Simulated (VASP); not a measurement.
Input of a VASP 6.6.1 run:

INCAR

```
ALGO = Normal
EDIFF = 1E-7
EDIFFG = -0.01
ENCUT = 910
GGA = PE
GGA_COMPAT = F
IBRION = 2
ISIF = 3
ISMEAR = 0
LASPH = T
LCHARG = F
LREAL = F
LWAVE = F
NELM = 120
NELMIN = 4
NSW = 100
PREC = Accurate
SIGMA = 0.1
```

KPOINTS

```
k-points
0
Gamma
  16 16 8
```

Contents of POSCAR:

```
ZrF2
1.0
    2.8534575476      0.0000000000      0.0000000000
    0.0000000000      2.8534575476      0.0000000000
    0.0000000000      0.0000000000      5.7609975130
Zr F
1 2
Direct
    0.0000000000      0.0000000000      0.0000000000
    0.5000000000      0.5000000000      0.2202398517
    0.5000000000      0.5000000000      0.7797601483
```

Potentials or basis: VASP PAW PBE potentials, release 64 (Zr_sv, F_h).

Launch:

```console
$ cat potpaw_PBE.64/Zr_sv/POTCAR potpaw_PBE.64/F_h/POTCAR > POTCAR
$ mpirun -np 1 vasp_std > vasp.out
```

**Question.** Estimate the relaxed volume.

**Answer.** 15.57 Å³/atom.

**Question.** Predict the relaxed cell.

**Answer.** a = 2.866 Å, b = 2.866 Å, c = 5.687 Å, α = 90.00°, β = 90.00°, γ = 90.00°.

**Question.** Estimate the space group after relaxing (to 0.1 Å).

**Answer.** P4/mmm (No. 123).

Stress tensor (GPa, compression positive):
```
 0.04  0.00  0.00
 0.00  0.04  0.00
 0.00  0.00 -0.07
```

Caveat: the cell differs from its parent crystal (atoms taken out); the cutoff is under 1.25 times the usual one of these potentials, so pressure, stress and relaxed cells hold a basis-set (Pulay) error.
